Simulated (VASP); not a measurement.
# Si7C (Pm) in VASP: a series of runs

Si7C is run at these levels: PBE; tasks: single point, relaxation of cell and atoms.

Everything below comes from runs of VASP 6.6.1. Logs are shortened: lines on timing, memory, paths and dates and some standing lists are left out, and cuts for length are marked.

## 1. The cell of the first run

Symmetry: Pm, No. 6, monoclinic system. The conventional cell has a = 6.061 Å, b = 3.640 Å, c = 6.361 Å, α = 90.00°, β = 90.43°, γ = 90.00°. Within 3.1 Å of Si (site symmetry m) lie 4 Si at 2.34 to 2.45 Å. Within 3.0 Å of Si (site symmetry m) lie 4 Si at 2.29 to 2.41 Å. Within 3.0 Å of Si (site symmetry m) lie 4 Si at 2.29 to 2.35 Å. Within 3.0 Å of Si (site symmetry m) lie 4 Si at 2.29 to 2.34 Å. Within 2.6 Å of Si (site symmetry m) lie 1 C at 1.95 Å and 3 Si at 2.31 to 2.32 Å. Si (site symmetry m) has 2 C at 2.10 Å and 2 Si at 2.41 to 2.45 Å within 2.8 Å. Within 2.6 Å of Si (site symmetry m) lie 1 C at 1.95 Å and 3 Si at 2.35 Å. C (site symmetry m) has 4 Si at 1.95 to 2.10 Å within 2.6 Å.

## 2. Single point, PBE

INCAR

```
ALGO     = Fast           # electronic algorithm
EDIFF    = 1E-6           # SCF threshold, eV
ENCUT    = 520            # plane-wave cutoff, eV
GGA      = PE             # functional
ISIF     = 2              # what is computed and relaxed
ISMEAR   = 0              # smearing method
LASPH    = T              # aspherical terms in the spheres
LCHARG   = F              # write CHGCAR
LREAL    = F              # projectors in reciprocal space
LWAVE    = F              # write WAVECAR
NBANDS   = 26             # bands
NELM     = 60             # most SCF steps
PREC     = Accurate       # precision mode
SIGMA    = 0.01           # smearing width, eV
```

KPOINTS

```
k-points
0
Gamma
  12 8 8
```

POSCAR

```
Si7C
1.0
   -1.8198938848     -3.1521486729      0.0000000000
    0.0197615340     -0.0114093270     -6.0608536951
    5.5090098221     -3.1806283037     -0.0238997382
Si C
7 1
Direct
    0.0000000000      0.9332991923      0.3328580497
    0.0000000000      0.4413127288      0.6850111909
    0.5000000000      0.4309115541      0.1513258039
    0.0000000000      0.5468347000      0.3378628643
    0.5000000000      0.6183872937      0.8337994997
    0.0000000000      0.0445268995      0.7022202365
    0.5000000000      0.0449009325      0.1233600690
    0.5000000000      0.9398266991      0.8335622860
```

Potentials or basis: VASP PAW PBE potentials, release 64 (Si, C).

Run with:

```
> cat potpaw_PBE.64/Si/POTCAR potpaw_PBE.64/C/POTCAR > POTCAR
> mpirun -np 1 vasp_std > vasp.out
```

OUTCAR:

```text
EDIFF = 1E-6
   ENCUT = 520
   GGA = PE
   ISIF = 2
   ISMEAR = 0
   LASPH = T
   LREAL = F
   NELM = 60
   PREC = Accurate

 ion  position               nearest neighbor table
   1  0.000  0.933  0.333-   4 2.34   7 2.35   7 2.35   6 2.45
   2  0.000  0.441  0.685-   4 2.29   5 2.32   5 2.32   6 2.41
   3  0.500  0.431  0.151-   4 2.29   4 2.29   5 2.31   7 2.35
   4  0.000  0.547  0.338-   3 2.29   3 2.29   2 2.29   1 2.34
   5  0.500  0.618  0.834-   8 1.95   3 2.31   2 2.32   2 2.32
   6  0.000  0.045  0.702-   8 2.10   8 2.10   2 2.41   1 2.45
   7  0.500  0.045  0.123-   8 1.95   3 2.35   1 2.35   1 2.35
   8  0.500  0.940  0.834-   5 1.95   7 1.95   6 2.10   6 2.10

  LATTYP: Found a simple monoclinic cell.
 ALAT       =     6.0608966502
 B/A-ratio  =     0.6005361879
 C/A-ratio  =     1.0495644244
 COS(beta)  =    -0.0075218958

  Lattice vectors:

 A1 = (   0.0197615340,  -0.0114093270,  -6.0608536951)
 A2 = (  -1.8198938848,  -3.1521486729,   0.0000000000)
 A3 = (  -5.5090098221,   3.1806283037,   0.0238997382)

Analysis of symmetry for initial positions (statically):
=====================================================================
 Subroutine PRICEL returns:
 Original cell was already a primitive cell.

 Routine SETGRP: Setting up the symmetry group for a
 simple monoclinic supercell.

 Subroutine GETGRP returns: Found  2 space group operations
 (whereof  2 operations were pure point group operations)
 out of a pool of  4 trial point group operations.

The static configuration has the point symmetry C_1h.

Analysis of symmetry for dynamics (positions and initial velocities):
=====================================================================
 Subroutine PRICEL returns:
 Original cell was already a primitive cell.

 Routine SETGRP: Setting up the symmetry group for a
 simple monoclinic supercell.

 Subroutine GETGRP returns: Found  2 space group operations
 (whereof  2 operations were pure point group operations)
 out of a pool of  4 trial point group operations.

The dynamic configuration has the point symmetry C_1h.

 Subroutine INISYM returns: Found  2 space group operations
 (whereof  2 operations are pure point group operations),
 and found     1 'primitive' translations

----------------------------------------------------------------------------------------

                                     Primitive cell

[... 108 lines left out ...]
   ISIF   =      2    stress and relaxation
   ISYM   =      2    0-nonsym 1-usesym 2-fastsym
   POTIM  = 0.5000    time-step for ionic-motion
   TEBEG  =    0.0;   TEEND  =   0.0 temperature during run
   PSTRESS=    0.0 pullay stress
   NELECT =      32.0000    total number of electrons
   NUPDOWN=      -1.0000    fix difference up-down
   EMIN   =  10.00;   EMAX   =-10.00  energy-range for DOS
   EFERMI =   0.00;   METHOD = LEGACY
   ISMEAR =     0;   SIGMA  =   0.01  broadening in eV -4-tet -1-fermi 0-gaus
   EFERMI_NEDOS =   21; number of points for ismear=-14 and -15
   IALGO  =     68    algorithm
   IMIX   =      4    mixing-type and parameters
     AMIX     =   0.40;   BMIX     =  1.00
     AMIX_MAG =   1.60;   BMIX_MAG =  1.00
  volume/ion in A,a.u.               =      17.54       118.37
  Fermi-wavevector in a.u.,A,eV,Ry     =   1.000175  1.890056 13.610585  1.000350
  Thomas-Fermi vector in A             =   2.132514
   LORBIT       =      0    0 simple, 1 ext, 2 COOP (PROOUT), +10 PAW based schemes
   GGA     = PE    functional components
   LHFCALC =     F    Hartree Fock is set to
   AEXX    =    0.0000 exact exchange contribution
   IVDW    =     0    specifies the selected vdW correction
   LEPSILON=     F    determine dielectric tensor
   LRPA    =     F    only Hartree local field effects (RPA)
 non-spin polarized calculation
 RMM-DIIS sequential band-by-band and
 Gauss-broadening in eV      SIGMA  =   0.01
  energy-cutoff  :      520.00
  volume of cell :      140.33
 maximum number of plane-waves:      3816
 NGX is ok and might be reduce to    28
   NGX = 13   NGY = 23   NGZ = 23

 number of electron      31.9999997 magnetization

 Free energy of the ion-electron system (eV)
  ---------------------------------------------------
  ext. energy  EPLUGINS =         0.00000000
  ---------------------------------------------------
  free energy    TOTEN  =       -45.72928806 eV

  energy without entropy =      -45.72927431  energy(sigma->0) =      -45.72928118

 E-fermi :   6.7516     XC(G=0):  -9.7752

 val. band max:        6.7411952117   @ k =  -0.0000  -0.1250   0.1250
 cond. band min:       6.7625713993   @ k =  -0.0000   0.1250   0.2500
 fundamental gap:      0.0213761876
 Fermi energy:         6.7516349565

 k-point     1 :       0.0000    0.0000    0.0000
  band No.  band energies     occupation
      1      -7.0827      2.00000
      2      -4.5471      2.00000
      3      -3.4499      2.00000
      4      -2.1919      2.00000
      5      -1.2006      2.00000
      6      -1.1492      2.00000
[... 685 lines left out ...]
     25      10.6910      0.00000
     26      11.2069      0.00000

 [... further k-points ...]

------------------------ aborting loop because EDIFF is reached ----------------------------------------

  FORCE on cell =-STRESS in cart. coord.  units (eV):
  Direction    XX          YY          ZZ          XY          YZ          ZX
  --------------------------------------------------------------------------------------
  -------------------------------------------------------------------------------------
  Total       -0.0154443     -0.0112105     -0.1679883      0.0036666      0.0027612     -0.0047826
  in kB       -0.1763322     -0.1279937     -1.9179755      0.0418624      0.0315259     -0.0546046
  external PRESSURE =      -0.7407671 kB  Pullay stress =       0.0000000 kB

 VOLUME and BASIS-vectors are now :
 -----------------------------------------------------------------------------
  energy-cutoff  :      520.00
  volume of cell :      140.33
      direct lattice vectors                 reciprocal lattice vectors
    -1.819893885 -3.152148673  0.000000000    -0.137370647 -0.237932940  0.000000000
     0.019761534 -0.011409327 -6.060853695    -0.000536850  0.000309951 -0.164995592
     5.509009822 -3.180628304 -0.023899738     0.136142543 -0.078601934  0.000591861

 POSITION                                       TOTAL-FORCE (eV/Angst)
 -----------------------------------------------------------------------------------
      1.85216     -1.06935     -5.66455        -0.000372      0.000215      0.009809
      3.78245     -2.18380     -2.69110        -0.003695      0.002133     -0.004007
     -0.06778     -2.06230     -2.61531         0.003859     -0.002228     -0.000139
      1.87210     -1.08086     -3.32236         0.003454     -0.001994      0.000210
      3.69568     -4.23514     -3.76788         0.002491     -0.001438      0.013224
      3.86942     -2.23401     -0.28665        -0.019523      0.011271      0.000492
     -0.22947     -1.96895     -0.27509         0.019009     -0.010975     -0.013945
      3.70073     -4.23805     -5.71607        -0.005223      0.003015     -0.005644
 -----------------------------------------------------------------------------------
    total drift:                               -0.000225      0.000130     -0.000118

  FREE ENERGIE OF THE ION-ELECTRON SYSTEM (eV)
  ---------------------------------------------------
  free  energy   TOTEN  =       -45.7292880554 eV

  energy  without entropy=      -45.7292743075  energy(sigma->0) =      -45.72928118
```

OSZICAR:

```text
N       E                     dE             d eps       ncg     rms          rms(c)
DAV:   1     0.705468708600E+02    0.70547E+02   -0.12520E+04 12376   0.103E+03
DAV:   2    -0.408629858388E+02   -0.11141E+03   -0.10269E+03 15642   0.160E+02
DAV:   3    -0.476169877211E+02   -0.67540E+01   -0.66328E+01 16454   0.363E+01
DAV:   4    -0.477601014198E+02   -0.14311E+00   -0.14277E+00 15498   0.631E+00
DAV:   5    -0.477633088869E+02   -0.32075E-02   -0.32049E-02 16174   0.922E-01    0.112E+01
RMM:   6    -0.459340291058E+02    0.18293E+01   -0.42354E+00 13551   0.690E+00    0.609E+00
RMM:   7    -0.457649785227E+02    0.16905E+00   -0.85440E-01 14493   0.385E+00    0.305E+00
RMM:   8    -0.457279833007E+02    0.36995E-01   -0.15223E-01 14659   0.175E+00    0.408E-01
RMM:   9    -0.457287922570E+02   -0.80896E-03   -0.33170E-02 14904   0.858E-01    0.235E-01
RMM:  10    -0.457290487217E+02   -0.25646E-03   -0.51147E-03 15693   0.384E-01    0.173E-01
RMM:  11    -0.457294129664E+02   -0.36424E-03   -0.24713E-03 14269   0.238E-01    0.705E-02
RMM:  12    -0.457292798879E+02    0.13308E-03   -0.40281E-04 15539   0.108E-01    0.296E-02
RMM:  13    -0.457292815065E+02   -0.16186E-05   -0.16522E-04 16046   0.594E-02    0.213E-02
RMM:  14    -0.457292919658E+02   -0.10459E-04   -0.31541E-05 14423   0.285E-02    0.134E-02
RMM:  15    -0.457292875603E+02    0.44055E-05   -0.17158E-05 15383   0.184E-02    0.190E-03
RMM:  16    -0.457292880554E+02   -0.49502E-06   -0.65484E-06 14130   0.116E-02
   1 F= -.45729288E+02 E0= -.45729281E+02  d E =-.137479E-04
```

stdout:

```text
POSCAR found type information on POSCAR SiC
 POSCAR found :  2 types and       8 ions
 scaLAPACK will be used
 LDA part: xc-table for (Slater+PW92), standard interpolation
 POSCAR, INCAR and KPOINTS ok, starting setup
 FFT: planning ... GRIDC
 FFT: planning ... GRID_SOFT
 FFT: planning ... GRID
 WAVECAR not read
 entering main loop
```

Run time: 16 min. Hardware: 1 thread of Oxide Virtual Turin-like, shared host; peak memory 0.68 GiB.

What came out:

| Item | Value |
| --- | --- |
| Free energy | -45.7293 eV |
| Pressure | -0.1 GPa |
| Largest force | 0.026 eV/Å |
| Band gap on the k mesh | zero (bands 16 and 17 overlap by 0.30 eV) |

Forces on the atoms (eV/Å):
```
Si   0.000  0.000  0.010
Si  -0.004  0.002 -0.004
Si   0.004 -0.002  0.000
Si   0.003 -0.002  0.000
Si   0.002 -0.001  0.013
Si  -0.020  0.011  0.000
Si   0.019 -0.011 -0.014
C   -0.005  0.003 -0.006
```

Stress tensor (GPa, compression positive):
```
-0.02  0.00 -0.01
 0.00 -0.01  0.00
-0.01  0.00 -0.19
```

Levels at points of the mesh, in eV from the Fermi level:
```csv
k point,band 12,band 13,band 14,band 15,band 16,band 17,band 18,band 19,band 20,band 21
"(0.00, 0.00, 0.00)",-1.91,-0.91,-0.89,-0.44,0.04,0.42,1.05,2.30,2.40,2.50
"(0.50, 0.00, 0.00)",-4.82,-3.38,-3.12,-2.77,-2.61,1.08,1.38,3.08,3.48,3.67
"(0.00, 0.50, 0.00)",-2.05,-1.70,-0.86,-0.49,-0.29,-0.15,1.20,1.65,1.76,2.14
"(0.50, 0.50, 0.00)",-3.95,-3.58,-2.37,-2.16,-1.93,1.18,1.87,2.18,2.24,3.07
"(0.00, 0.00, 0.50)",-2.18,-1.98,-1.35,-1.01,-0.15,0.34,1.33,2.61,2.88,3.11
"(0.50, 0.00, 0.50)",-3.54,-3.17,-3.04,-1.50,-1.48,0.12,0.42,2.21,2.47,2.56
"(0.00, 0.50, 0.50)",-2.92,-2.75,-1.48,-1.33,-1.14,0.49,1.67,1.79,2.08,2.81
"(0.50, 0.50, 0.50)",-2.40,-2.36,-2.28,-2.12,-1.99,0.42,0.74,1.12,1.25,1.29
```

Caveat: semilocal functionals underestimate gaps, and a narrow one can read as zero.

(Continued in part 2 of 2.)

The gap in the log of VASP goes by the Fermi energy; the results here count the filled bands.